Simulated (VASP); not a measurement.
# Pt (Fm-3m) in VASP: notebook

Runs on Pt. Level: PBE. Tasks: single point.

Everything below comes from runs of VASP 6.6.1. Logs are shortened: lines on timing, memory, paths and dates and some standing lists are left out, and cuts for length are marked.

## 1. The cell of the first run

It takes space group Fm-3m (No. 225, cubic). The conventional cell has a = 3.890 Å, b = 3.890 Å, c = 3.890 Å, α = 90.00°, β = 90.00°, γ = 90.00°. Pt (site symmetry m-3m) has 12 Pt at 2.75 Å within 3.6 Å.

## 2. Single point, PBE

Contents of INCAR:

```
ALGO = Normal
EDIFF = 1E-7
ENCUT = 520
GGA = PE
ISIF = 2
ISMEAR = -1
LASPH = T
LCHARG = F
LREAL = F
LWAVE = F
NBANDS = 11
NELM = 60
PREC = Accurate
SIGMA = 0.06122561905347299
```

Contents of KPOINTS:

```
k-points
0
Gamma
  16 16 16
```

Contents of POSCAR:

```
Pt
1.0
    0.0000000000      1.9450127372      1.9450127372
    1.9450127372      0.0000000000      1.9450127372
    1.9450127372      1.9450127372      0.0000000000
Pt
1
Direct
    0.0000000000      0.0000000000      0.0000000000
```

Potentials or basis: VASP PAW PBE potentials, release 64 (Pt).

Launch:

```sh
$ cat potpaw_PBE.64/Pt/POTCAR > POTCAR
$ mpirun -np 1 vasp_std > vasp.out
```

OUTCAR:

```text
EDIFF = 1E-7
   ENCUT = 520
   GGA = PE
   ISIF = 2
   ISMEAR = -1
   LASPH = T
   LREAL = F
   NELM = 60
   PREC = Accurate

 ion  position               nearest neighbor table
   1  0.000  0.000  0.000-

  LATTYP: Found a face centered cubic cell.
 ALAT       =     3.8900254744

  Lattice vectors:

 A1 = (   0.0000000000,   1.9450127372,   1.9450127372)
 A2 = (   1.9450127372,   0.0000000000,   1.9450127372)
 A3 = (   1.9450127372,   1.9450127372,   0.0000000000)

Analysis of symmetry for initial positions (statically):
=====================================================================
 Subroutine PRICEL returns:
 Original cell was already a primitive cell.

 Routine SETGRP: Setting up the symmetry group for a
 face centered cubic supercell.

 Subroutine GETGRP returns: Found 48 space group operations
 (whereof 48 operations were pure point group operations)
 out of a pool of 48 trial point group operations.

The static configuration has the point symmetry O_h .

Analysis of symmetry for dynamics (positions and initial velocities):
=====================================================================
 Subroutine PRICEL returns:
 Original cell was already a primitive cell.

 Routine SETGRP: Setting up the symmetry group for a
 face centered cubic supercell.

 Subroutine GETGRP returns: Found 48 space group operations
 (whereof 48 operations were pure point group operations)
 out of a pool of 48 trial point group operations.

The dynamic configuration has the point symmetry O_h .

 Subroutine INISYM returns: Found 48 space group operations
 (whereof 48 operations are pure point group operations),
 and found     1 'primitive' translations

----------------------------------------------------------------------------------------

                                     Primitive cell

  volume of cell :      14.7163

  direct lattice vectors                    reciprocal lattice vectors
     0.000000000  1.945012737  1.945012737    -0.257067725  0.257067725  0.257067725
     1.945012737  0.000000000  1.945012737     0.257067725 -0.257067725  0.257067725
     1.945012737  1.945012737  0.000000000     0.257067725  0.257067725 -0.257067725

  length of vectors
     2.750663392  2.750663392  2.750663392     0.445254361  0.445254361  0.445254361

  position of ions in fractional coordinates (direct lattice)
     0.000000000  0.000000000  0.000000000

  ion indices of the primitive-cell ions
   primitive index   ion index
                 1           1

[... 73 lines left out ...]
   EDIFFG = 0.1E-05   stopping-criterion for IOM
   NSW    =      0    number of steps for IOM
   IBRION =     -1    ionic relax: 0-MD 1-quasi-New 2-CG
   NFREE  =      0    steps in history (QN), initial steepest desc. (CG)
   ISIF   =      2    stress and relaxation
   ISYM   =      2    0-nonsym 1-usesym 2-fastsym
   POTIM  = 0.5000    time-step for ionic-motion
   TEBEG  =    0.0;   TEEND  =   0.0 temperature during run
   PSTRESS=    0.0 pullay stress
   NELECT =      10.0000    total number of electrons
   NUPDOWN=      -1.0000    fix difference up-down
   EMIN   =  10.00;   EMAX   =-10.00  energy-range for DOS
   EFERMI =   0.00;   METHOD = LEGACY
   ISMEAR =    -1;   SIGMA  =   0.06  broadening in eV -4-tet -1-fermi 0-gaus
   EFERMI_NEDOS =   21; number of points for ismear=-14 and -15
   IALGO  =     38    algorithm
   IMIX   =      4    mixing-type and parameters
     AMIX     =   0.40;   BMIX     =  1.00
     AMIX_MAG =   1.60;   BMIX_MAG =  1.00
  volume/ion in A,a.u.               =      14.72        99.31
  Fermi-wavevector in a.u.,A,eV,Ry     =   1.439270  2.719827 28.184457  2.071499
  Thomas-Fermi vector in A             =   2.558145
   LORBIT       =      0    0 simple, 1 ext, 2 COOP (PROOUT), +10 PAW based schemes
   GGA     = PE    functional components
   LHFCALC =     F    Hartree Fock is set to
   AEXX    =    0.0000 exact exchange contribution
   IVDW    =     0    specifies the selected vdW correction
   LEPSILON=     F    determine dielectric tensor
   LRPA    =     F    only Hartree local field effects (RPA)
 non-spin polarized calculation
  energy-cutoff  :      520.00
  volume of cell :       14.72
 maximum number of plane-waves:       415
   NGX = 11   NGY = 11   NGZ = 11

 number of electron      10.0000000 magnetization

 Free energy of the ion-electron system (eV)
  ---------------------------------------------------
  ext. energy  EPLUGINS =         0.00000000
  ---------------------------------------------------
  free energy    TOTEN  =        -6.06292070 eV

  energy without entropy =       -6.03937524  energy(sigma->0) =       -6.05114797

 E-fermi :  11.7274     XC(G=0): -13.6390

 val. band max:       11.7106468640   @ k =  -0.4375   0.1250   0.0625
 cond. band min:      11.7454510087   @ k =  -0.4375   0.3125   0.0000
 fundamental gap:      0.0348041447
 Fermi energy:        11.7273841931

 k-point     1 :       0.0000    0.0000    0.0000
  band No.  band energies     occupation
      1       1.2475      2.00000
      2       7.7983      2.00000
      3       7.7983      2.00000
      4       7.7983      2.00000
      5      10.0422      2.00000
      6      10.0422      2.00000
      7      26.3093      0.00000
      8      31.4158      0.00000
      9      31.4158      0.00000
     10      31.4158      0.00000
     11      36.8518      0.00000
[... 309 lines left out ...]
 k-point    24 :      -0.0625    0.0625    0.0000
  band No.  band energies     occupation
      1       1.6719      2.00000
      2       7.5886      2.00000
      3       7.9532      2.00000
      4       7.9994      2.00000
      5       9.8396      2.00000
      6      10.0692      2.00000
      7      26.9692      0.00000
      8      29.8154      0.00000
      9      31.5159      0.00000
     10      32.3412      0.00000
     11      38.6705      0.00000

 [... further k-points ...]
[... 5 lines left out ...]
  --------------------------------------------------------------------------------------
  -------------------------------------------------------------------------------------
  Total        1.5974043      1.5974043      1.5974043     -0.0000000     -0.0000000      0.0000000
  in kB      173.9114102    173.9114102    173.9114102     -0.0000000     -0.0000000      0.0000000
  external PRESSURE =     173.9114102 kB  Pullay stress =       0.0000000 kB

 VOLUME and BASIS-vectors are now :
 -----------------------------------------------------------------------------
  energy-cutoff  :      520.00
  volume of cell :       14.72
      direct lattice vectors                 reciprocal lattice vectors
     0.000000000  1.945012737  1.945012737    -0.257067725  0.257067725  0.257067725
     1.945012737  0.000000000  1.945012737     0.257067725 -0.257067725  0.257067725
     1.945012737  1.945012737  0.000000000     0.257067725  0.257067725 -0.257067725

 POSITION                                       TOTAL-FORCE (eV/Angst)
 -----------------------------------------------------------------------------------
      0.00000      0.00000      0.00000         0.000000     -0.000000      0.000000
 -----------------------------------------------------------------------------------
    total drift:                                0.000000      0.000000     -0.000000

  FREE ENERGIE OF THE ION-ELECTRON SYSTEM (eV)
  ---------------------------------------------------
  free  energy   TOTEN  =        -6.0629207010 eV

  energy  without entropy=       -6.0393752418  energy(sigma->0) =       -6.05114797
```

stdout:

```text
POSCAR found type information on POSCAR Pt
 POSCAR found :  1 types and       1 ions
 scaLAPACK will be used
 LDA part: xc-table for (Slater+PW92), standard interpolation
 POSCAR, INCAR and KPOINTS ok, starting setup
 FFT: planning ... GRIDC
 FFT: planning ... GRID_SOFT
 FFT: planning ... GRID
 WAVECAR not read
 entering main loop
```

It took 11 s on 1 thread of Intel Xeon Platinum 8488C (Sapphire Rapids), shared host; peak memory 0.14 GiB.

Results:

| Quantity | Value |
| --- | --- |
| Free energy | -6.0629 eV |
| Pressure | 17.4 GPa |
| Band gap on the k mesh | zero (band 5 reaches 12.26 eV, above the bottom of band 6 at 9.94 eV) |

Caveat: spin-orbit coupling is left out, which moves the levels of the heavy elements.

## 3. Single point, PBE

Contents of INCAR:

```
SYSTEM = Pt
PREC = Accurate
ENCUT = 520
EDIFF = 1E-7
ISMEAR = -1
SIGMA = 0.06122561905347299
LREAL = .FALSE.
LASPH = .TRUE.
NELM = 100
ALGO = Normal
ISIF = 2
LWAVE = .FALSE.
LCHARG = .FALSE.
GGA = PE
NBANDS = 11
```

Contents of KPOINTS:

```
Automatic mesh
0
G
  16 16 16
  0 0 0
```

POSCAR is that of step 2.

Potentials or basis: VASP PAW PBE potentials, release 64 (Pt).

Launch:

```sh
$ cat potpaw_PBE.64/Pt/POTCAR > POTCAR
$ mpirun -np 1 vasp_std > vasp.out
```

It took 13 s on 1 thread of Intel Xeon Platinum 8488C (Sapphire Rapids), shared host; peak memory 0.14 GiB.

The run converged. Its results:

```yaml
Free_energy: -6.0629 eV
Pressure: 17.4 GPa
Band_gap_on_the_k_mesh: zero (band 5 reaches 12.26 eV, above the bottom of band 6 at 9.94 eV)
```

Levels at points of the mesh, in eV from the Fermi level:
| k point | band 3 | band 4 | band 5 | band 6 | band 7 | band 8 |
| --- | --- | --- | --- | --- | --- | --- |
| (0.00, 0.00, 0.00) | -3.93 | -3.93 | -1.69 | -1.69 | 14.58 | 19.69 |
| (0.50, 0.00, 0.00) | -4.00 | -0.56 | 0.06 | 0.06 | 6.05 | 14.16 |
| (0.50, 0.50, 0.00) | 0.02 | 0.53 | 0.53 | 1.75 | 9.17 | 11.49 |

Caveat: spin-orbit coupling is left out, which moves the levels of the heavy elements.

## 4. Single point, PBE

This run uses another cell than the first one, of 15.03 Å³/atom, 1.021 times its volume.

Contents of INCAR:

```
SYSTEM = Pt
  ALGO = Normal
  EDIFF = 1E-7
  ENCUT = 520
  GGA = PE
  ISIF = 2
  ISMEAR = -1
  LASPH = .TRUE.
  LCHARG = .FALSE.
  LREAL = .FALSE.
  LWAVE = .FALSE.
  NBANDS = 11
  NELM = 60
  PREC = Accurate
  SIGMA = 0.06122561905347299
```

Contents of KPOINTS:

```
k-points
0
G
  16 16 16
  0 0 0
```

Contents of POSCAR:

```
Pt
1.0
    0.0000000000      1.9587104613      1.9587104613
    1.9587104613      0.0000000000      1.9587104613
    1.9587104613      1.9587104613      0.0000000000
Pt
1
Direct
    0.0000000000      0.0000000000      0.0000000000
```

Potentials or basis: VASP PAW PBE potentials, release 64 (Pt).

Launch:

```sh
$ cat potpaw_PBE.64/Pt/POTCAR > POTCAR
$ mpirun -np 1 vasp_std > vasp.out
```

OUTCAR:

```text
SYSTEM = Pt
   EDIFF = 1E-7
   ENCUT = 520
   GGA = PE
   ISIF = 2
   ISMEAR = -1
   LASPH = .TRUE.
   LREAL = .FALSE.
   NELM = 60
   PREC = Accurate

 ion  position               nearest neighbor table
   1  0.000  0.000  0.000-

  LATTYP: Found a face centered cubic cell.
 ALAT       =     3.9174209226

  Lattice vectors:

 A1 = (   0.0000000000,   1.9587104613,   1.9587104613)
 A2 = (   1.9587104613,   0.0000000000,   1.9587104613)
 A3 = (   1.9587104613,   1.9587104613,   0.0000000000)

Analysis of symmetry for initial positions (statically):
[... 507 lines left out ...]
      6       9.7125      2.00000
      7      26.5967      0.00000
      8      29.3502      0.00000
      9      31.0226      0.00000
     10      31.8509      0.00000
     11      38.0305      0.00000

 [... further k-points ...]
[... 5 lines left out ...]
  --------------------------------------------------------------------------------------
  -------------------------------------------------------------------------------------
  Total        0.9934725      0.9934725      0.9934725      0.0000000      0.0000000     -0.0000000
  in kB      105.9072564    105.9072564    105.9072564      0.0000000      0.0000000     -0.0000000
  external PRESSURE =     105.9072564 kB  Pullay stress =       0.0000000 kB

 VOLUME and BASIS-vectors are now :
 -----------------------------------------------------------------------------
  energy-cutoff  :      520.00
  volume of cell :       15.03
      direct lattice vectors                 reciprocal lattice vectors
     0.000000000  1.958710461  1.958710461    -0.255269990  0.255269990  0.255269990
     1.958710461  0.000000000  1.958710461     0.255269990 -0.255269990  0.255269990
     1.958710461  1.958710461  0.000000000     0.255269990  0.255269990 -0.255269990

 POSITION                                       TOTAL-FORCE (eV/Angst)
 -----------------------------------------------------------------------------------
      0.00000      0.00000      0.00000         0.000000      0.000000      0.000000
 -----------------------------------------------------------------------------------
    total drift:                               -0.000000      0.000000     -0.000000

  FREE ENERGIE OF THE ION-ELECTRON SYSTEM (eV)
  ---------------------------------------------------
  free  energy   TOTEN  =        -6.0904028497 eV

  energy  without entropy=       -6.0661082349  energy(sigma->0) =       -6.07825554
```

OSZICAR:

```text
N       E                     dE             d eps       ncg     rms          rms(c)
DAV:   1     0.408330235381E+02    0.40833E+02   -0.54394E+03  3222   0.849E+02
DAV:   2    -0.586618487917E+01   -0.46699E+02   -0.44859E+02  3669   0.178E+02
DAV:   3    -0.646581650561E+01   -0.59963E+00   -0.59558E+00  3681   0.193E+01
DAV:   4    -0.646816318470E+01   -0.23467E-02   -0.23465E-02  3667   0.142E+00
DAV:   5    -0.646818194357E+01   -0.18759E-04   -0.18759E-04  3741   0.117E-01    0.131E+01
DAV:   6    -0.613392038746E+01    0.33426E+00   -0.74993E-01  3415   0.692E+00    0.693E+00
DAV:   7    -0.609395538883E+01    0.39965E-01   -0.14620E-01  3682   0.299E+00    0.252E+00
DAV:   8    -0.609056942029E+01    0.33860E-02   -0.57044E-03  3463   0.656E-01    0.542E-01
DAV:   9    -0.609039913841E+01    0.17028E-03   -0.97093E-05  3613   0.892E-02    0.419E-02
DAV:  10    -0.609040292275E+01   -0.37843E-05   -0.32663E-06  4042   0.141E-02    0.288E-03
DAV:  11    -0.609040284973E+01    0.73022E-07   -0.40266E-08  3063   0.179E-03
   1 F= -.60904028E+01 E0= -.60782555E+01  d E =-.242946E-01
```

It took 14 s on 1 thread of Intel Xeon Platinum 8488C (Sapphire Rapids), shared host; peak memory 0.16 GiB.

What came out:

```
Free energy            : -6.0904 eV
Pressure               : 10.6 GPa
Band gap on the k mesh : zero (band 5 reaches 11.83 eV, above the bottom of band 6 at 9.58 eV)
```

Levels at points of the mesh, in eV from the Fermi level:
| k point | band 1 | band 2 | band 3 | band 4 | band 5 | band 6 | band 7 | band 8 | band 9 | band 10 |
| --- | --- | --- | --- | --- | --- | --- | --- | --- | --- | --- |
| (0.00, 0.00, 0.00) | -10.24 | -3.80 | -3.80 | -3.80 | -1.63 | -1.63 | 14.65 | 19.63 | 19.63 | 19.63 |
| (0.50, 0.00, 0.00) | -7.35 | -3.86 | -3.86 | -0.47 | 0.05 | 0.05 | 5.88 | 14.22 | 19.02 | 19.02 |
| (0.50, 0.50, 0.00) | -7.10 | -6.64 | 0.02 | 0.51 | 0.51 | 1.79 | 8.94 | 11.42 | 11.42 | 20.21 |

Caveat: spin-orbit coupling is left out, which moves the levels of the heavy elements.

(Part 1 of 2 ends here.)
